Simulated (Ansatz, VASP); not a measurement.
**One calculation of Pb, two programs**

File INCAR:

```
PREC     = Accurate       # precision mode
ENCUT    = 520            # plane-wave cutoff, eV
EDIFF    = 1E-6           # SCF threshold, eV
ISMEAR   = 0              # smearing method
SIGMA    = 0.15           # smearing width, eV
LREAL    = False          # projectors in reciprocal space
LASPH    = True           # aspherical terms in the spheres
NELM     = 100            # most SCF steps
ALGO     = Fast           # electronic algorithm
ISIF     = 2              # what is computed and relaxed
LWAVE    = False          # write WAVECAR
LCHARG   = False          # write CHGCAR
GGA      = PS             # functional
NBANDS   = 21             # bands
```

Contents of KPOINTS:

```
regular mesh
0
Gamma
  18 18 10
```

Contents of POSCAR:

```
Pb
1.0
    3.4800006906      0.0000000000      0.0000000000
   -1.7400003453      3.0137690032      0.0000000000
    0.0000000000      0.0000000000      6.0372000000
Pb
2
Direct
    0.3333333333      0.6666666667      0.2500000000
    0.6666666667      0.3333333333      0.7500000000
```

Input for Ansatz:

```yaml
crystal:
  lattice:
    - [3.4800006906, 0.0, 0.0]
    - [-1.7400003453, 3.0137690032, 0.0]
    - [0.0, 0.0, 6.0372]
  atoms:
    - { symbol: Pb, position: [0.3333333333, 0.6666666667, 0.25] }
    - { symbol: Pb, position: [0.6666666667, 0.3333333333, 0.75] }
basis:
  ecutwfc: 420
kpoints:
  mp_grid: { grid: [18, 18, 10] }
hamiltonian:
  xc: pbesol
scf:
  occupations: { method: gaussian, width: 0.15 }
output:
  forces: true
  stress: true
  eigenvalues: true
```

Change from the starting cell: strain +0.000 along x and y, +0.080 along z, atoms carried along.

Alike in both runs: task single point; functional PBEsol; k mesh 18 × 18 × 10; occupations gaussian, width 0.15 eV; no spin polarisation.

|  | VASP | Ansatz |
| --- | --- | --- |
| version | VASP 6.6.1 | Ansatz 0.2.0 |
| potentials or method | VASP PAW PBE potentials, release 64 (Pb_d), cutoff 520 eV | scalar-relativistic, plane waves, PAW |
| valence electrons in the cell | 28 | 28 |

VASP gave:

```
gap on the k mesh at the Fermi level (eV)                     : none
pressure (GPa)                                                : -2.4
traceless stress, the component that is largest in VASP (GPa) : -1.23
```

What did Ansatz give for the same quantities?

gap on the k mesh at the Fermi level (eV): none; pressure (GPa): -2.3; traceless stress, the component that is largest in VASP (GPa): -1.23.

VASP's potentials were made for PBE, not for PBEsol. A gap of «none» marks a metal or a gap that the smearing closes. With one functional, cell and mesh, what is left measures potentials, basis and numerics.

Spin-orbit coupling is off throughout.
